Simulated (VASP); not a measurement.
MgS: single point with PBEsol

MgS:

```
CELL_PARAMETERS angstrom
0.00000 2.68399 2.68399
2.68399 0.00000 2.68399
2.68399 2.68399 0.00000
ATOMIC_POSITIONS crystal
Mg 0.00000 0.00000 0.00000
S 0.50000 0.50000 0.50000
```

This cell differs from its parent crystal: strained.

```
Program             : VASP 6.6.1
Task                : single point
Functional          : PBEsol
Potentials or basis : VASP PAW PBE potentials, release 64 (Mg, S)
Cutoff              : 520 eV
k mesh              : 8 × 8 × 8
Occupations         : gaussian, width 0.02 eV
Spin                : no spin polarisation
```

- Pressure: -6.9 GPa
- Band gap on the k mesh: 2.51 eV (least direct gap 2.91 eV)

Levels at points of the mesh, in eV from the valence-band top:
```
           k point  band 1  band 2  band 3  band 4  band 5  band 6  band 7  band 8
(0.00, 0.00, 0.00)  -12.18    0.00    0.00    0.00    2.91    7.89    7.89    7.89
(0.50, 0.00, 0.00)  -11.08   -4.42   -0.50   -0.50    4.26    6.70    6.70    9.07
(0.50, 0.50, 0.00)  -10.77   -3.79   -1.51   -1.51    2.51    4.50   10.98   12.33
```

Wall time 31 s on 1 thread of Intel Xeon 8259CL, on a shared host, peak memory 0.16 GiB.

Caveat: the cell differs from its parent crystal (strained); the cell stands under tension; the PAW data sets were made with another functional, which shifts forces and pressure a little. A k mesh can miss the band edges.
